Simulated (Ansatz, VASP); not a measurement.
## Pd: VASP beside Ansatz

```xyz
2
Lattice="0.0000 2.6809 2.6809 2.6809 0.0000 2.6809 2.6809 2.6809 0.0000" Properties=species:S:1:pos:R:3 pbc="T T T"
Pd    0.0000    0.0000    0.0000
Pd    2.6809    2.6809    2.6809
```

Alike in both runs: task single point; functional PBE; k mesh 12 × 12 × 12; occupations fermi-dirac, width 0.05 eV; collinear spin.

```csv
,VASP,Ansatz
version,VASP 6.6.1,Ansatz 0.2.0
potentials or method,"VASP PAW PBE potentials, release 64 (Pd), cutoff 520 eV","plane waves (420 eV) with PAW, scalar-relativistic"
valence electrons in the cell,20,36
```

```tsv
	VASP	Ansatz	Ansatz less VASP
pressure (GPa)	-7.6	-7.4	+0.19
net moment per atom (μB)	0.00	0.00	0.000
```

VASP's potentials hold 20 valence electrons a cell and Ansatz's 36, so a difference there can come from the potentials and not from the codes. Ansatz's warnings: seeded moment not kept.
